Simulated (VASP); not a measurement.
# In (P6/mmm) in VASP: further runs

The runs below take In through single point, relaxation of cell and atoms, with revPBE.

Everything below comes from runs of VASP 6.6.1. Logs are shortened: lines on timing, memory, paths and dates and some standing lists are left out, and cuts for length are marked.

## 1. The cell of the first run

Symmetry: P6/mmm, No. 191, hexagonal system. The conventional cell has a = 5.583 Å, b = 5.583 Å, c = 3.467 Å, α = 90.00°, β = 90.00°, γ = 120.00°. Within 4.6 Å of In (site symmetry 6/mmm) lie 14 In at 3.47 to 3.66 Å. In (site symmetry -6m2) has 11 In at 3.22 to 3.66 Å within 4.2 Å.

This isn't the form of In at room conditions, which is tetragonal.

## 2. Single point, revPBE (31.19 Å³/atom)

INCAR reads:

```
PREC = Accurate
ENCUT = 520
EDIFF = 1E-6
ISMEAR = -1
SIGMA = 0.1
LREAL = F
LASPH = T
NELM = 100
ALGO = Normal
ISIF = 2
LWAVE = F
LCHARG = F
GGA = RE
NBANDS = 26
```

KPOINTS reads:

```
regular mesh
0
Gamma
  8 8 11
```

POSCAR reads:

```
In
1.0
    5.5826623906      0.0000000000      0.0000000000
   -2.7913311953      4.8347274510      0.0000000000
    0.0000000000      0.0000000000      3.4665445236
In
3
Direct
    0.0000000000      0.0000000000      0.0000000000
    0.3333333333      0.6666666667      0.5000000000
    0.6666666667      0.3333333333      0.5000000000
```

Potentials or basis: VASP PAW PBE potentials, release 64 (In_d).

Launch:

```bash
> cat potpaw_PBE.64/In_d/POTCAR > POTCAR
> mpirun -np 1 vasp_std > vasp.out
```

OUTCAR:

```text
PREC = Accurate
   ENCUT = 520
   EDIFF = 1E-6
   ISMEAR = -1
   LREAL = F
   LASPH = T
   NELM = 100
   ISIF = 2
   GGA = RE

 ion  position               nearest neighbor table
   1  0.000  0.000  0.000-   2 3.66   3 3.66   2 3.66   3 3.66   2 3.66   2 3.66   3 3.66   3 3.66
                             3 3.66   3 3.66   2 3.66   2 3.66
   2  0.333  0.667  0.500-   3 3.22   3 3.22   3 3.22   1 3.66   1 3.66   1 3.66   1 3.66   1 3.66
                             1 3.66
   3  0.667  0.333  0.500-   2 3.22   2 3.22   2 3.22   1 3.66   1 3.66   1 3.66   1 3.66   1 3.66
                             1 3.66

  LATTYP: Found a hexagonal cell.
 ALAT       =     5.5826623906
 C/A-ratio  =     0.6209482647

  Lattice vectors:

 A1 = (   5.5826623906,   0.0000000000,   0.0000000000)
 A2 = (  -2.7913311953,   4.8347274510,   0.0000000000)
 A3 = (   0.0000000000,   0.0000000000,   3.4665445236)

Analysis of symmetry for initial positions (statically):
=====================================================================
 Subroutine PRICEL returns:
 Original cell was already a primitive cell.

 Routine SETGRP: Setting up the symmetry group for a
 hexagonal supercell.

 Subroutine GETGRP returns: Found 24 space group operations
 (whereof 24 operations were pure point group operations)
 out of a pool of 24 trial point group operations.

The static configuration has the point symmetry D_6h.

Analysis of symmetry for dynamics (positions and initial velocities):
=====================================================================
 Subroutine PRICEL returns:
 Original cell was already a primitive cell.

 Routine SETGRP: Setting up the symmetry group for a
 hexagonal supercell.

 Subroutine GETGRP returns: Found 24 space group operations
 (whereof 24 operations were pure point group operations)
 out of a pool of 24 trial point group operations.

The dynamic configuration has the point symmetry D_6h.

 Subroutine INISYM returns: Found 24 space group operations
 (whereof 24 operations are pure point group operations),
 and found     1 'primitive' translations

----------------------------------------------------------------------------------------

                                     Primitive cell

  volume of cell :      93.5643

[... 80 lines left out ...]
 SYSTEM =  unknown system
   PREC   = accura    normal or accurate (medium, high low for compatibility)
   ISTART =      0    job   : 0-new  1-cont  2-samecut
   ICHARG =      2    charge: 1-file 2-atom 10-const
   ISPIN  =      1    spin polarized calculation?
   LNONCOLLINEAR =      F non collinear calculations
   LSORBIT =      F    spin-orbit coupling
   LASPH  =      T    aspherical Exc in radial PAW
   ENCUT  =  520.0 eV  38.22 Ry    6.18 a.u.  10.38 10.38  6.45*2*pi/ulx,y,z
   NELM   =    100;   NELMIN=  2; NELMDL= -5     # of ELM steps
   EDIFF  = 0.1E-05   stopping-criterion for ELM
   LREAL  =      F    real-space projection
   EDIFFG = 0.1E-04   stopping-criterion for IOM
   NSW    =      0    number of steps for IOM
   IBRION =     -1    ionic relax: 0-MD 1-quasi-New 2-CG
   NFREE  =      0    steps in history (QN), initial steepest desc. (CG)
   ISIF   =      2    stress and relaxation
   ISYM   =      2    0-nonsym 1-usesym 2-fastsym
   POTIM  = 0.5000    time-step for ionic-motion
   TEBEG  =    0.0;   TEEND  =   0.0 temperature during run
   PSTRESS=    0.0 pullay stress
   NELECT =      39.0000    total number of electrons
   NUPDOWN=      -1.0000    fix difference up-down
   EMIN   =  10.00;   EMAX   =-10.00  energy-range for DOS
   EFERMI =   0.00;   METHOD = LEGACY
   ISMEAR =    -1;   SIGMA  =   0.10  broadening in eV -4-tet -1-fermi 0-gaus
   EFERMI_NEDOS =   21; number of points for ismear=-14 and -15
   IALGO  =     38    algorithm
   IMIX   =      4    mixing-type and parameters
     AMIX     =   0.40;   BMIX     =  1.00
     AMIX_MAG =   1.60;   BMIX_MAG =  1.00
  volume/ion in A,a.u.               =      31.19       210.47
  Fermi-wavevector in a.u.,A,eV,Ry     =   1.222906  2.310957 20.347492  1.495498
  Thomas-Fermi vector in A             =   2.358036
   LORBIT       =      0    0 simple, 1 ext, 2 COOP (PROOUT), +10 PAW based schemes
   GGA     = RE    functional components
   LHFCALC =     F    Hartree Fock is set to
   AEXX    =    0.0000 exact exchange contribution
   IVDW    =     0    specifies the selected vdW correction
   LEPSILON=     F    determine dielectric tensor
   LRPA    =     F    only Hartree local field effects (RPA)
 non-spin polarized calculation
  energy-cutoff  :      520.00
  volume of cell :       93.56
 maximum number of plane-waves:      2551
 NGX is ok and might be reduce to    42
   NGX = 21   NGY = 21   NGZ = 13

 number of electron      38.9999982 magnetization

 Free energy of the ion-electron system (eV)
  ---------------------------------------------------
  ext. energy  EPLUGINS =         0.00000000
  ---------------------------------------------------
  free energy    TOTEN  =        -6.68993393 eV

  energy without entropy =       -6.62297736  energy(sigma->0) =       -6.65645565

 E-fermi :   5.8569     XC(G=0):  -9.3650

 val. band max:        5.8560651886   @ k =   0.2500   0.1250   0.2727
 cond. band min:       5.8844466835   @ k =   0.2500   0.2500   0.1818
 fundamental gap:      0.0283814949
 Fermi energy:         5.8568584859

 k-point     1 :       0.0000    0.0000    0.0000
  band No.  band energies     occupation
      1      -8.9123      2.00000
      2      -8.7636      2.00000
      3      -8.7636      2.00000
      4      -8.7568      2.00000
      5      -8.7439      2.00000
      6      -8.6946      2.00000
[... 685 lines left out ...]
     25      11.1612      0.00000
     26      11.4077      0.00000

 [... further k-points ...]
[... 5 lines left out ...]
  --------------------------------------------------------------------------------------
  -------------------------------------------------------------------------------------
  Total       -0.9842747     -0.9842747     -1.1252126      0.0000000     -0.0000000      0.0000000
  in kB      -16.8545348    -16.8545348    -19.2679285      0.0000000     -0.0000000      0.0000000
  external PRESSURE =     -17.6589994 kB  Pullay stress =       0.0000000 kB

 VOLUME and BASIS-vectors are now :
 -----------------------------------------------------------------------------
  energy-cutoff  :      520.00
  volume of cell :       93.56
      direct lattice vectors                 reciprocal lattice vectors
     5.582662391  0.000000000  0.000000000     0.179126003  0.103418446  0.000000000
    -2.791331195  4.834727451  0.000000000     0.000000000  0.206836892  0.000000000
     0.000000000  0.000000000  3.466544524     0.000000000  0.000000000  0.288471702

 POSITION                                       TOTAL-FORCE (eV/Angst)
 -----------------------------------------------------------------------------------
      0.00000      0.00000      0.00000        -0.000000      0.000000     -0.000000
     -0.00000      3.22315      1.73327        -0.000000      0.000000     -0.000000
      2.79133      1.61158      1.73327         0.000000     -0.000000      0.000000
 -----------------------------------------------------------------------------------
    total drift:                                0.000000      0.000000     -0.000000

  FREE ENERGIE OF THE ION-ELECTRON SYSTEM (eV)
  ---------------------------------------------------
  free  energy   TOTEN  =        -6.6899339294 eV

  energy  without entropy=       -6.6229773626  energy(sigma->0) =       -6.65645565
```

OSZICAR:

```text
N       E                     dE             d eps       ncg     rms          rms(c)
DAV:   1     0.345527866448E+03    0.34553E+03   -0.18772E+04  3120   0.192E+03
DAV:   2     0.232717750414E+02   -0.32226E+03   -0.31828E+03  3120   0.434E+02
DAV:   3    -0.565306680010E+01   -0.28925E+02   -0.28700E+02  3716   0.156E+02
DAV:   4    -0.666721600854E+01   -0.10141E+01   -0.10121E+01  3692   0.331E+01
DAV:   5    -0.672518681452E+01   -0.57971E-01   -0.57966E-01  5072   0.605E+00    0.276E+00
DAV:   6    -0.669415409641E+01    0.31033E-01   -0.76445E-02  3962   0.372E+00    0.141E+00
DAV:   7    -0.668959305992E+01    0.45610E-02   -0.29085E-02  4070   0.208E+00    0.319E-01
DAV:   8    -0.668986947532E+01   -0.27642E-03   -0.30372E-03  3450   0.650E-01    0.532E-02
DAV:   9    -0.668992350315E+01   -0.54028E-04   -0.18672E-04  4700   0.126E-01    0.253E-02
DAV:  10    -0.668993348814E+01   -0.99850E-05   -0.23887E-05  3650   0.482E-02    0.156E-02
DAV:  11    -0.668993392935E+01   -0.44121E-06   -0.16743E-06  2312   0.267E-02
   1 F= -.66899339E+01 E0= -.66564556E+01  d E =-.669566E-01
```

stdout:

```text
POSCAR found type information on POSCAR In
 POSCAR found :  1 types and       3 ions
 scaLAPACK will be used
 -----------------------------------------------------------------------------
|                                                                             |
|                                                                             |
|     You enforced a specific xc type in the INCAR file but a different       |
|     I HOPE YOU KNOW WHAT YOU ARE DOING!                                     |
|                                                                             |
 -----------------------------------------------------------------------------

 LDA part: xc-table for (Slater+PW92), standard interpolation
 POSCAR, INCAR and KPOINTS ok, starting setup
 FFT: planning ... GRIDC
 FFT: planning ... GRID_SOFT
 FFT: planning ... GRID
 WAVECAR not read
 entering main loop
```

Wall time 90 s (1 thread of Intel Xeon Platinum 8488C (Sapphire Rapids), shared host); peak memory 0.27 GiB.

What came out:

```
Free energy            : -6.6899 eV
Pressure               : -1.8 GPa
Band gap on the k mesh : zero (an odd number of electrons rules out a gap without spin polarisation)
```

Levels at points of the mesh, in eV from the Fermi level:
```
           k point  band 16  band 17  band 18  band 19  band 20  band 21  band 22  band 23
(0.00, 0.00, 0.00)    -8.50    -2.97    -2.74    -0.76    -0.76    -0.61    -0.61     4.10
(0.50, 0.00, 0.00)    -6.81    -6.77    -3.88    -2.58     2.97     3.11     4.29     4.50
```

Caveat: the PAW data sets were made with another functional, which shifts forces and pressure a little; spin-orbit coupling is left out, which moves the levels of the heavy elements.

(Continued in part 2 of 2.)
